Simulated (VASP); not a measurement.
# HfB (Fm-3m) in VASP: further runs, part 2 of 2

VASP 6.6.1. Earlier steps stand in the parts before.

## Step 5: Single point, PBE, collinear spin, ferromagnetic start

The input, INCAR:

```
PREC = Accurate
ENCUT = 520
EDIFF = 1E-6
ISMEAR = -1
SIGMA = 0.05
LREAL = False
LASPH = True
NELM = 150
ALGO = Normal
ISIF = 2
LWAVE = False
LCHARG = False
ISPIN = 2
MAGMOM = 0.05 0
LORBIT = 11
NUPDOWN = 0.05
LMAXMIX = 4
GGA = PE
NBANDS = 18
```

The input, KPOINTS:

```
regular mesh
0
Gamma
  11 11 11
```

The input, POSCAR:

```
HfB
1.0
    0.0000000000      2.3100000000      2.3100000000
    2.3100000000      0.0000000000      2.3100000000
    2.3100000000      2.3100000000      0.0000000000
Hf B
1 1
Direct
    0.5000000000      0.5000000000      0.5000000000
    0.0000000000      0.0000000000      0.0000000000
```

Potentials or basis: VASP PAW PBE potentials, release 64 (Hf_pv, B).

The run is started by

```sh
> cat potpaw_PBE.64/Hf_pv/POTCAR potpaw_PBE.64/B/POTCAR > POTCAR
> mpirun -np 1 vasp_std > vasp.out
```

OUTCAR:

```text
PREC = Accurate
   ENCUT = 520
   EDIFF = 1E-6
   ISMEAR = -1
   LREAL = False
   LASPH = True
   NELM = 150
   ISIF = 2
   ISPIN = 2
   LORBIT = 11
   NUPDOWN = 0.05
   GGA = PE

 ion  position               nearest neighbor table
   1  0.500  0.500  0.500-   2 2.31   2 2.31   2 2.31   2 2.31   2 2.31   2 2.31
   2  0.000  0.000  0.000-   1 2.31   1 2.31   1 2.31   1 2.31   1 2.31   1 2.31

  LATTYP: Found a face centered cubic cell.
 ALAT       =     4.6200000000

  Lattice vectors:

 A1 = (   0.0000000000,   2.3100000000,   2.3100000000)
 A2 = (   2.3100000000,   0.0000000000,   2.3100000000)
 A3 = (   2.3100000000,   2.3100000000,   0.0000000000)

Analysis of symmetry for initial positions (statically):
=====================================================================
 Subroutine PRICEL returns:
 Original cell was already a primitive cell.

 Routine SETGRP: Setting up the symmetry group for a
 face centered cubic supercell.

 Subroutine GETGRP returns: Found 48 space group operations
[... 9 lines left out ...]

 Routine SETGRP: Setting up the symmetry group for a
 face centered cubic supercell.

 Subroutine GETGRP returns: Found 48 space group operations
 (whereof 48 operations were pure point group operations)
 out of a pool of 48 trial point group operations.

The dynamic configuration has the point symmetry O_h .

Analysis of structural, dynamic, and magnetic symmetry:
=====================================================================
 Subroutine PRICEL returns:
 Original cell was already a primitive cell.

 Routine SETGRP: Setting up the symmetry group for a
 face centered cubic supercell.

 Subroutine GETGRP returns: Found 48 space group operations
 (whereof 48 operations were pure point group operations)
 out of a pool of 48 trial point group operations.

The overall configuration has the point symmetry O_h .

 Subroutine INISYM returns: Found 48 space group operations
[... 5 lines left out ...]
                                     Primitive cell

  volume of cell :      24.6528

  direct lattice vectors                    reciprocal lattice vectors
     0.000000000  2.310000000  2.310000000    -0.216450216  0.216450216  0.216450216
     2.310000000  0.000000000  2.310000000     0.216450216 -0.216450216  0.216450216
     2.310000000  2.310000000  0.000000000     0.216450216  0.216450216 -0.216450216

  length of vectors
     3.266833329  3.266833329  3.266833329     0.374902772  0.374902772  0.374902772

  position of ions in fractional coordinates (direct lattice)
     0.500000000  0.500000000  0.500000000
     0.000000000  0.000000000  0.000000000

  ion indices of the primitive-cell ions
   primitive index   ion index
                 1           1
                 2           2

----------------------------------------------------------------------------------------

 KPOINTS: regular mesh

Automatic generation of k-mesh.
 Grid dimensions read from file:
 generate k-points for:   11   11   11

 Generating k-lattice:

[... 23 lines left out ...]
  0.454545  0.000000  0.000000      8.000000
[... 16 lines left out ...]
 -0.272727  0.181818  0.000000     24.000000
 -0.181818  0.181818  0.000000     12.000000
 [... further k-points ...]
   k-points           NKPTS =     56   k-points in BZ     NKDIM =     56   number of bands    NBANDS=     18
   number of dos      NEDOS =    301   number of ions     NIONS =      2
   total plane-waves  NPLWV =  13824
   dimension x,y,z NGX =    24 NGY =   24 NGZ =   24
   dimension x,y,z NGXF=    48 NGYF=   48 NGZF=   48
   ions per type =               1   1
   NGX,Y,Z   is equivalent  to a cutoff of  12.21, 12.21, 12.21 a.u.
   NGXF,Y,Z  is equivalent  to a cutoff of  24.43, 24.43, 24.43 a.u.
 SYSTEM =  unknown system
   PREC   = accura    normal or accurate (medium, high low for compatibility)
   ISTART =      0    job   : 0-new  1-cont  2-samecut
   ICHARG =      2    charge: 1-file 2-atom 10-const
   ISPIN  =      2    spin polarized calculation?
   LNONCOLLINEAR =      F non collinear calculations
   LSORBIT =      F    spin-orbit coupling
   LASPH  =      T    aspherical Exc in radial PAW
   ENCUT  =  520.0 eV  38.22 Ry    6.18 a.u.   6.07  6.07  6.07*2*pi/ulx,y,z
   NELM   =    150;   NELMIN=  2; NELMDL= -5     # of ELM steps
   EDIFF  = 0.1E-05   stopping-criterion for ELM
   LREAL  =      F    real-space projection
   EDIFFG = 0.1E-04   stopping-criterion for IOM
   NSW    =      0    number of steps for IOM
   IBRION =     -1    ionic relax: 0-MD 1-quasi-New 2-CG
   NFREE  =      0    steps in history (QN), initial steepest desc. (CG)
   ISIF   =      2    stress and relaxation
   ISYM   =      2    0-nonsym 1-usesym 2-fastsym
   POTIM  = 0.5000    time-step for ionic-motion
   TEBEG  =    0.0;   TEEND  =   0.0 temperature during run
   PSTRESS=    0.0 pullay stress
   NELECT =      13.0000    total number of electrons
   NUPDOWN=       0.0500    fix difference up-down
   EMIN   =  10.00;   EMAX   =-10.00  energy-range for DOS
   EFERMI =   0.00;   METHOD = LEGACY
   ISMEAR =    -1;   SIGMA  =   0.05  broadening in eV -4-tet -1-fermi 0-gaus
   EFERMI_NEDOS =   21; number of points for ismear=-14 and -15
   IALGO  =     38    algorithm
   IMIX   =      4    mixing-type and parameters
     AMIX     =   0.40;   BMIX     =  1.00
     AMIX_MAG =   1.60;   BMIX_MAG =  1.00
  volume/ion in A,a.u.               =      12.33        83.18
  Fermi-wavevector in a.u.,A,eV,Ry     =   1.322617  2.499383 23.800871  1.749315
  Thomas-Fermi vector in A             =   2.452285
   LORBIT       =     11    0 simple, 1 ext, 2 COOP (PROOUT), +10 PAW based schemes
   GGA     = PE    functional components
   LHFCALC =     F    Hartree Fock is set to
   AEXX    =    0.0000 exact exchange contribution
   IVDW    =     0    specifies the selected vdW correction
   LEPSILON=     F    determine dielectric tensor
   LRPA    =     F    only Hartree local field effects (RPA)
 spin polarized calculation
  energy-cutoff  :      520.00
  volume of cell :       24.65
 maximum number of plane-waves:       674
   NGX = 13   NGY = 13   NGZ = 13

 number of electron      13.0000002 magnetization       0.0500000

 Free energy of the ion-electron system (eV)
  ---------------------------------------------------
  ext. energy  EPLUGINS =         0.00000000
  ---------------------------------------------------
  free energy    TOTEN  =       -17.15084207 eV

  energy without entropy =      -17.14081655  energy(sigma->0) =      -17.14582931

 E-fermi :   5.1504     XC(G=0): -12.3026

 val. band max:        5.2002643979   @ k =  -0.3636   0.3636   0.0000
 cond. band min:       5.1738423985   @ k =   0.2727   0.1818   0.0000
 fundamental gap:     -0.0264219994
 Fermi energy:         5.2011506325

 spin component 1

 k-point     1 :       0.0000    0.0000    0.0000
  band No.  band energies     occupation
      1     -23.1745      1.00000
      2     -23.1745      1.00000
      3     -23.1745      1.00000
      4      -4.4619      1.00000
      5       7.3185      0.00000
      6       7.3185      0.00000
[... 493 lines left out ...]
     17      26.0201      0.00000
     18      26.4163      0.00000

 [... further k-points ...]

 spin component 2

 k-point     1 :       0.0000    0.0000    0.0000
  band No.  band energies     occupation
      1     -23.1645      1.00000
      2     -23.1645      1.00000
      3     -23.1645      1.00000
      4      -4.4317      1.00000
      5       7.3374      0.00000
      6       7.3374      0.00000
[... 493 lines left out ...]
     17      26.0440      0.00000
     18      26.4380      0.00000

 [... further k-points ...]
[... 5 lines left out ...]
  --------------------------------------------------------------------------------------
  -------------------------------------------------------------------------------------
  Total        4.7164483      4.7164483      4.7164483      0.0000000      0.0000000     -0.0000000
  in kB      306.5206402    306.5206402    306.5206402      0.0000000      0.0000000     -0.0000000
  external PRESSURE =     306.5206402 kB  Pullay stress =       0.0000000 kB

 VOLUME and BASIS-vectors are now :
 -----------------------------------------------------------------------------
  energy-cutoff  :      520.00
  volume of cell :       24.65
      direct lattice vectors                 reciprocal lattice vectors
     0.000000000  2.310000000  2.310000000    -0.216450216  0.216450216  0.216450216
     2.310000000  0.000000000  2.310000000     0.216450216 -0.216450216  0.216450216
     2.310000000  2.310000000  0.000000000     0.216450216  0.216450216 -0.216450216

 POSITION                                       TOTAL-FORCE (eV/Angst)
 -----------------------------------------------------------------------------------
      2.31000      2.31000      2.31000         0.000000     -0.000000      0.000000
      0.00000      0.00000      0.00000        -0.000000      0.000000     -0.000000
 -----------------------------------------------------------------------------------
    total drift:                               -0.000000     -0.000000      0.000000

  FREE ENERGIE OF THE ION-ELECTRON SYSTEM (eV)
  ---------------------------------------------------
  free  energy   TOTEN  =       -17.1508420653 eV

  energy  without entropy=      -17.1408165454  energy(sigma->0) =      -17.14582931

 total charge

# of ion       s       p       d       tot
------------------------------------------
    1        0.356   6.669   1.869   8.894
    2        0.798   1.154   0.000   1.952
--------------------------------------------------
tot          1.154   7.822   1.869  10.846

 magnetization (x)

# of ion       s       p       d       tot
------------------------------------------
    1        0.000   0.003   0.019   0.022
    2        0.001   0.014   0.000   0.015
--------------------------------------------------
tot          0.001   0.017   0.019   0.037
```

stdout:

```text
POSCAR found type information on POSCAR HfB
 POSCAR found :  2 types and       2 ions
 scaLAPACK will be used
 LDA part: xc-table for (Slater+PW92), standard interpolation
 POSCAR, INCAR and KPOINTS ok, starting setup
 FFT: planning ... GRIDC
 FFT: planning ... GRID_SOFT
 FFT: planning ... GRID
 WAVECAR not read
 entering main loop
```

It took 13 s on 1 thread of Intel Xeon 6975P-C (Granite Rapids), shared host; peak memory 0.17 GiB.

Results:

| Property | Result |
| --- | --- |
| Free energy | -17.1508 eV |
| Pressure | 30.7 GPa |
| Net moment | 0.05 μB per cell |
| Site moments | Hf +0.02; B +0.01 μB |
| Valence electrons inside the program's atomic spheres | Hf 8.89; B 1.95 |

Caveat: spin-orbit coupling is left out, which moves the levels of the heavy elements; the total moment is fixed, so each spin has its own Fermi level.

## Step 6: Single point, PBE, collinear spin, ferromagnetic start

The input, INCAR:

```
SYSTEM = HfB
PREC = Accurate ; ENCUT = 520
EDIFF = 1E-6 ; ISMEAR = -1
SIGMA = 0.05 ; LREAL = .False.
LASPH = .True. ; NELM = 150
ALGO = Normal ; ISIF = 2
LWAVE = .False. ; LCHARG = .False.
ISPIN = 2 ; MAGMOM = 0.15 0
LORBIT = 11 ; NUPDOWN = 0.15
LMAXMIX = 4 ; GGA = PE
NBANDS = 18
```

The input, KPOINTS:

```
Automatic mesh
0
Gamma
  11 11 11
  0 0 0
```

POSCAR is that of step 5.

Potentials or basis: VASP PAW PBE potentials, release 64 (Hf_pv, B).

The run is started by

```sh
> cat potpaw_PBE.64/Hf_pv/POTCAR potpaw_PBE.64/B/POTCAR > POTCAR
> mpirun -np 1 vasp_std > vasp.out
```

Wall time 12 s (1 thread of Intel Xeon 6975P-C (Granite Rapids), shared host); peak memory 0.17 GiB.

It converged, with:

* Free energy: -17.1455 eV
* Pressure: 30.7 GPa
* Net moment: 0.15 μB per cell
* Site moments: Hf +0.07; B +0.04 μB
* Valence electrons inside the program's atomic spheres: Hf 8.89; B 1.95

Caveat: spin-orbit coupling is left out, which moves the levels of the heavy elements; the total moment is fixed, so each spin has its own Fermi level.

## Step 7: Summary

| level | spin | fixed moment (μB) | pressure (GPa) | moment (μB) |
| --- | --- | --- | --- | --- |
| RPBE | collinear, ferromagnetic start | 1.2 | 39.6 | 1.20 |
| PBE | collinear, zero start | 0.0 | 30.6 | 0.00 |
| PBE | collinear, ferromagnetic start | - | 30.7 | 0.00 |
| PBE | collinear, ferromagnetic start | 0.05 | 30.7 | 0.05 |
| PBE | collinear, ferromagnetic start | 0.15 | 30.7 | 0.15 |

Alike in all rows: task single point; potentials or basis VASP PAW PBE potentials, release 64 (Hf_pv, B); cell as given; k mesh 11 × 11 × 11; cutoff (eV) 520; smearing fermi-dirac 0.05 eV.

The pressure there spans 30.6 GPa (PBE) to 39.6 GPa (RPBE); a positive pressure means that this level wants a larger cell, a negative one a smaller.

Caveats: spin-orbit coupling is left out, which moves the levels of the heavy elements; the total moment is fixed, so each spin has its own Fermi level (some runs); the PAW data sets were made with another functional, which shifts forces and pressure a little (some runs).

Total energies depend on the potentials used, so only differences within one code and one set of settings carry meaning.
